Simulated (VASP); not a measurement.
# MgS (R-3m) in VASP: notebook

MgS is run at these levels: LDA; tasks: electric field gradients.

Everything below comes from runs of VASP 6.6.1. Logs are shortened: lines on timing, memory, paths and dates and some standing lists are left out, and cuts for length are marked.

## (1) The cell of the first run

The structure is trigonal, space group R-3m (No. 166). The conventional cell has a = 3.716 Å, b = 3.716 Å, c = 8.832 Å, α = 90.00°, β = 90.00°, γ = 120.00°. Within 3.4 Å of Mg (site symmetry -3m) lie 6 S at 2.60 Å. S (site symmetry -3m) has 6 Mg at 2.60 Å within 3.4 Å.

## (2) Electric field gradients, LDA (equal xy, yz and zx shear strains of -2 %)

INCAR reads:

```
PREC     = Accurate       # precision mode
ENCUT    = 520            # plane-wave cutoff, eV
EDIFF    = 1E-8           # SCF threshold, eV
ISMEAR   = -1             # smearing method
SIGMA    = 0.01           # smearing width, eV
LREAL    = F              # projectors in reciprocal space
LASPH    = T              # aspherical terms in the spheres
NELM     = 60             # most SCF steps
ALGO     = Normal         # electronic algorithm
ISIF     = 2              # what is computed and relaxed
LWAVE    = F              # write WAVECAR
LCHARG   = F              # write CHGCAR
LEFG     = T            
NBANDS   = 11             # bands
```

KPOINTS reads:

```
regular mesh
0
Gamma
  8 8 8
```

POSCAR reads:

```
MgS
1.0
   -0.0520330000      2.5756335000      2.5756335000
    2.5756335000     -0.0520330000      2.5756335000
    2.5756335000      2.5756335000     -0.0520330000
Mg S
1 1
Direct
    0.0000000000      0.0000000000      0.0000000000
    0.5000000000      0.5000000000      0.5000000000
```

Potentials or basis: VASP PAW LDA potentials, release 64 (Mg, S).

Command:

```sh
$ cat potpaw_LDA.64/Mg/POTCAR potpaw_LDA.64/S/POTCAR > POTCAR
$ mpirun -np 1 vasp_std > vasp.out
```

OUTCAR:

```text
PREC = Accurate
   ENCUT = 520
   EDIFF = 1E-8
   ISMEAR = -1
   LREAL = F
   LASPH = T
   NELM = 60
   ISIF = 2

 ion  position               nearest neighbor table
   1  0.000  0.000  0.000-   2 2.60   2 2.60   2 2.60   2 2.60   2 2.60   2 2.60
   2  0.500  0.500  0.500-   1 2.60   1 2.60   1 2.60   1 2.60   1 2.60   1 2.60

  LATTYP: Found a trigonal (rhomboedric) cell.
 ALAT       =     3.6428674538
 COS(alpha) =     0.4797000918

  Lattice vectors:

 A1 = (  -0.0520330000,   2.5756335000,   2.5756335000)
 A2 = (   2.5756335000,  -0.0520330000,   2.5756335000)
 A3 = (   2.5756335000,   2.5756335000,  -0.0520330000)

Analysis of symmetry for initial positions (statically):
=====================================================================
 Subroutine PRICEL returns:
 Original cell was already a primitive cell.

 Routine SETGRP: Setting up the symmetry group for a
 trigonal (rhombohedral) supercell.

 Subroutine GETGRP returns: Found 12 space group operations
 (whereof 12 operations were pure point group operations)
 out of a pool of 12 trial point group operations.

The static configuration has the point symmetry D_3d.

Analysis of symmetry for dynamics (positions and initial velocities):
=====================================================================
 Subroutine PRICEL returns:
 Original cell was already a primitive cell.

 Routine SETGRP: Setting up the symmetry group for a
 trigonal (rhombohedral) supercell.

 Subroutine GETGRP returns: Found 12 space group operations
 (whereof 12 operations were pure point group operations)
 out of a pool of 12 trial point group operations.

The dynamic configuration has the point symmetry D_3d.

 Subroutine INISYM returns: Found 12 space group operations
 (whereof 12 operations are pure point group operations),
 and found     1 'primitive' translations

----------------------------------------------------------------------------------------

                                     Primitive cell

  volume of cell :      35.2083

  direct lattice vectors                    reciprocal lattice vectors
    -0.052033000  2.575633500  2.575633500    -0.188341237  0.192224562  0.192224562
     2.575633500 -0.052033000  2.575633500     0.192224562 -0.188341237  0.192224562
     2.575633500  2.575633500 -0.052033000     0.192224562  0.192224562 -0.188341237

  length of vectors
     3.642867454  3.642867454  3.642867454     0.330715869  0.330715869  0.330715869

  position of ions in fractional coordinates (direct lattice)
     0.000000000  0.000000000  0.000000000
     0.500000000  0.500000000  0.500000000

  ion indices of the primitive-cell ions
   primitive index   ion index
                 1           1
                 2           2

----------------------------------------------------------------------------------------

 KPOINTS: regular mesh

Automatic generation of k-mesh.
 Grid dimensions read from file:
 generate k-points for:    8    8    8

 Generating k-lattice:

  Cartesian coordinates                     Fractional coordinates (reciprocal lattice)
    -0.023542655  0.024028070  0.024028070     0.125000000  0.000000000 -0.000000000
     0.024028070 -0.023542655  0.024028070     0.000000000  0.125000000 -0.000000000
     0.024028070  0.024028070 -0.023542655     0.000000000  0.000000000  0.125000000

  Length of vectors
     0.041339484  0.041339484  0.041339484

  Shift w.r.t. Gamma in fractional coordinates (k-lattice)
     0.000000000  0.000000000  0.000000000

 Subroutine IBZKPT returns following result:
 ===========================================

 Found     65 irreducible k-points:

 Following reciprocal coordinates:
            Coordinates               Weight
  0.000000  0.000000  0.000000      1.000000
  0.125000 -0.000000 -0.000000      6.000000
  0.250000 -0.000000 -0.000000      6.000000
  0.375000 -0.000000 -0.000000      6.000000
  0.500000 -0.000000 -0.000000      3.000000
  0.125000  0.125000 -0.000000      6.000000
[... 16 lines left out ...]
  0.250000  0.125000  0.125000      6.000000
  0.375000  0.125000  0.125000      6.000000
 [... further k-points ...]
   k-points           NKPTS =     65   k-points in BZ     NKDIM =     65   number of bands    NBANDS=     11
   number of dos      NEDOS =    301   number of ions     NIONS =      2
   total plane-waves  NPLWV =  21952
   dimension x,y,z NGX =    28 NGY =   28 NGZ =   28
   dimension x,y,z NGXF=    56 NGYF=   56 NGZF=   56
   ions per type =               1   1
   NGX,Y,Z   is equivalent  to a cutoff of  12.78, 12.78, 12.78 a.u.
   NGXF,Y,Z  is equivalent  to a cutoff of  25.56, 25.56, 25.56 a.u.
 SYSTEM =  unknown system
   PREC   = accura    normal or accurate (medium, high low for compatibility)
   ISTART =      0    job   : 0-new  1-cont  2-samecut
   ICHARG =      2    charge: 1-file 2-atom 10-const
   ISPIN  =      1    spin polarized calculation?
   LNONCOLLINEAR =      F non collinear calculations
   LSORBIT =      F    spin-orbit coupling
   LASPH  =      T    aspherical Exc in radial PAW
   ENCUT  =  520.0 eV  38.22 Ry    6.18 a.u.   6.77  6.77  6.77*2*pi/ulx,y,z
   NELM   =     60;   NELMIN=  2; NELMDL= -5     # of ELM steps
   EDIFF  = 0.1E-07   stopping-criterion for ELM
   LREAL  =      F    real-space projection
   EDIFFG = 0.1E-06   stopping-criterion for IOM
   NSW    =      0    number of steps for IOM
   IBRION =     -1    ionic relax: 0-MD 1-quasi-New 2-CG
   NFREE  =      0    steps in history (QN), initial steepest desc. (CG)
   ISIF   =      2    stress and relaxation
   ISYM   =      2    0-nonsym 1-usesym 2-fastsym
   POTIM  = 0.5000    time-step for ionic-motion
   TEBEG  =    0.0;   TEEND  =   0.0 temperature during run
   PSTRESS=    0.0 pullay stress
   NELECT =       8.0000    total number of electrons
   NUPDOWN=      -1.0000    fix difference up-down
   EMIN   =  10.00;   EMAX   =-10.00  energy-range for DOS
   EFERMI =   0.00;   METHOD = LEGACY
   ISMEAR =    -1;   SIGMA  =   0.01  broadening in eV -4-tet -1-fermi 0-gaus
   EFERMI_NEDOS =   21; number of points for ismear=-14 and -15
   IALGO  =     38    algorithm
   IMIX   =      4    mixing-type and parameters
     AMIX     =   0.40;   BMIX     =  1.00
     AMIX_MAG =   1.60;   BMIX_MAG =  1.00
  volume/ion in A,a.u.               =      17.60       118.80
  Fermi-wavevector in a.u.,A,eV,Ry     =   0.998979  1.887797 13.578057  0.997959
  Thomas-Fermi vector in A             =   2.131239
   LORBIT       =      0    0 simple, 1 ext, 2 COOP (PROOUT), +10 PAW based schemes
   GGA     = CA    functional components
   LHFCALC =     F    Hartree Fock is set to
   AEXX    =    0.0000 exact exchange contribution
   IVDW    =     0    specifies the selected vdW correction
   LEPSILON=     F    determine dielectric tensor
   LRPA    =     F    only Hartree local field effects (RPA)
 non-spin polarized calculation
  energy-cutoff  :      520.00
  volume of cell :       35.21
 maximum number of plane-waves:       958
   NGX = 13   NGY = 13   NGZ = 13

 number of electron       8.0000000 magnetization

 Free energy of the ion-electron system (eV)
  ---------------------------------------------------
  ext. energy  EPLUGINS =         0.00000000
  ---------------------------------------------------
  free energy    TOTEN  =        -9.56450960 eV

  energy without entropy =       -9.56450960  energy(sigma->0) =       -9.56450960

 E-fermi :   4.0191     XC(G=0):  -9.9894

 val. band max:        3.7625512650   @ k =   0.0000   0.0000   0.0000
 cond. band min:       6.1291827538   @ k =   0.5000   0.5000  -0.0000
 fundamental gap:      2.3666314889
 Fermi energy:         4.0191064568

 k-point     1 :       0.0000    0.0000    0.0000
  band No.  band energies     occupation
      1      -9.0570      2.00000
      2       3.4976      2.00000
      3       3.4976      2.00000
      4       3.7626      2.00000
      5       7.0599      0.00000
      6      11.2547      0.00000
      7      11.2547      0.00000
      8      11.7907      0.00000
      9      13.8591      0.00000
     10      13.8591      0.00000
     11      15.8838      0.00000
[... 309 lines left out ...]
 k-point    24 :       0.3750    0.1250    0.1250
  band No.  band energies     occupation
      1      -8.2030      2.00000
      2       0.1563      2.00000
      3       2.4925      2.00000
      4       3.1990      2.00000
      5       9.0899      0.00000
      6      10.6876      0.00000
      7      11.0077      0.00000
      8      11.3578      0.00000
      9      13.1505      0.00000
     10      16.3612      0.00000
     11      16.6437      0.00000

 [... further k-points ...]
[... 5 lines left out ...]
  --------------------------------------------------------------------------------------
  -------------------------------------------------------------------------------------
  Total       -0.8390157     -0.8390157     -0.8390157      0.2319847      0.2319847      0.2319847
  in kB      -38.1799409    -38.1799409    -38.1799409     10.5566106     10.5566106     10.5566106
  external PRESSURE =     -38.1799409 kB  Pullay stress =       0.0000000 kB

 VOLUME and BASIS-vectors are now :
 -----------------------------------------------------------------------------
  energy-cutoff  :      520.00
  volume of cell :       35.21
      direct lattice vectors                 reciprocal lattice vectors
    -0.052033000  2.575633500  2.575633500    -0.188341237  0.192224562  0.192224562
     2.575633500 -0.052033000  2.575633500     0.192224562 -0.188341237  0.192224562
     2.575633500  2.575633500 -0.052033000     0.192224562  0.192224562 -0.188341237

 POSITION                                       TOTAL-FORCE (eV/Angst)
 -----------------------------------------------------------------------------------
      0.00000      0.00000      0.00000         0.000000     -0.000000      0.000000
      2.54962      2.54962      2.54962        -0.000000      0.000000     -0.000000
 -----------------------------------------------------------------------------------
    total drift:                                0.000000      0.000000      0.000000

  FREE ENERGIE OF THE ION-ELECTRON SYSTEM (eV)
  ---------------------------------------------------
  free  energy   TOTEN  =        -9.5645095963 eV

  energy  without entropy=       -9.5645095963  energy(sigma->0) =       -9.56450960

 Electric field gradients (V/A^2)
---------------------------------------------------------------------
 ion       V_xx      V_yy      V_zz      V_xy      V_xz      V_yz
---------------------------------------------------------------------
   1      -0.000     0.000    -0.000     0.349     0.349     0.349
   2      -0.000    -0.000    -0.000    -5.496    -5.496    -5.496
---------------------------------------------------------------------

 Electric field gradients after diagonalization (V/A^2)
 (convention: |V_zz| > |V_xx| > |V_yy|)
----------------------------------------------------------------------
 ion       V_xx      V_yy      V_zz     asymmetry (V_yy - V_xx)/ V_zz
----------------------------------------------------------------------
   1      -0.349    -0.349     0.699       0.000
   2       5.496     5.496   -10.992       0.000
----------------------------------------------------------------------

           NMR quadrupolar parameters

 Cq : quadrupolar parameter    Cq=e*Q*V_zz/h
 eta: asymmetry parameters     (V_yy - V_xx)/ V_zz
 Q  : nuclear electric quadrupole moment in mb (millibarn)
----------------------------------------------------------------------
 ion       Cq(MHz)       eta       Q (mb)
----------------------------------------------------------------------
   1       0.002       0.000       1.000
   2      -0.027       0.000       1.000
----------------------------------------------------------------------
```

Run time: 17 s. Hardware: 1 thread of Intel Xeon 6975P-C (Granite Rapids), shared host; peak memory 0.15 GiB.

What came out:

```yaml
Free_energy: -9.5645 eV
Pressure: -3.8 GPa
Band_gap_on_the_k_mesh: 2.37 eV, indirect (least direct gap 3.30 eV)
```

Levels at points of the mesh, in eV from the valence-band top:
```tsv
k point	band 2	band 3	band 4	band 5	band 6	band 7
(0.00, 0.00, 0.00)	-0.27	-0.27	0.00	3.30	7.49	7.49
(0.50, 0.00, 0.00)	-5.12	-0.80	-0.65	4.26	6.52	6.79
(0.50, 0.50, 0.00)	-4.43	-2.01	-1.75	2.37	4.09	11.55
(0.50, 0.50, 0.50)	-4.99	-0.91	-0.91	3.99	6.33	6.33
```

Electric field gradients, principal values (V/Å²):
| atom | least | middle | greatest (by size) |
| --- | --- | --- | --- |
| 1 Mg | -0.349 | -0.349 | 0.699 |
| 2 S | 5.496 | 5.496 | -10.992 |

Caveat: the cell differs from its parent crystal (equal xy, yz and zx shear strains of -2 %); without QUAD_EFG the Cq values of the log hold for a quadrupole moment of 1 mb, not for the nuclei. A k mesh can miss the band edges.

[end of part 1 of 2]
